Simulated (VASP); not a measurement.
Wanted: the native input for a VASP 6.6.1 run.

```
Task                   : single point
Functional             : PBEsol
Potentials or basis    : VASP PAW PBE potentials, release 64 (Hf_pv, O)
Cutoff                 : 520 eV
k mesh                 : 8 × 8 × 8
Occupations            : gaussian, width 0.02 eV
Spin                   : no spin polarisation
Dipole correction      : no
Further INCAR settings : ALGO = Normal; EDIFF = 1e-07; NBANDS = 18
```

The structure of HfO2 lies in POSCAR:

```
HfO2
1.0
    0.0000000000      2.5219132555      2.5219132555
    2.5219132555      0.0000000000      2.5219132555
    2.5219132555      2.5219132555      0.0000000000
Hf O
1 2
Direct
    0.0000000000      0.0000000000      0.0000000000
    0.2500000000      0.2500000000      0.2500000000
    0.7500000000      0.7500000000      0.7500000000
```

One way to write it, as run:

INCAR

```
SYSTEM = HfO2
ALGO = Normal
EDIFF = 1E-7
ENCUT = 520
GGA = PS
ISIF = 2
ISMEAR = 0
LASPH = .True.
LCHARG = .False.
LREAL = .False.
LWAVE = .False.
NBANDS = 18
NELM = 100
PREC = Accurate
SIGMA = 0.02
```

KPOINTS

```
k-points
0
Gamma
  8 8 8
  0 0 0
```

Potentials or basis: VASP PAW PBE potentials, release 64 (Hf_pv, O).

The run is started by

```bash
$ cat potpaw_PBE.64/Hf_pv/POTCAR potpaw_PBE.64/O/POTCAR > POTCAR
$ mpirun -np 1 vasp_std > vasp.out
```

It gave:

```
Pressure               : -3.7 GPa
Band gap on the k mesh : 3.71 eV, direct
```

Caveat: the PAW data sets were made with another functional, which shifts forces and pressure a little; spin-orbit coupling is left out, which moves the levels of the heavy elements.

It took 12 s on 1 thread of Intel(R) Xeon(R) Platinum 8488C (Sapphire Rapids), on a shared host, peak memory 0.16 GiB.
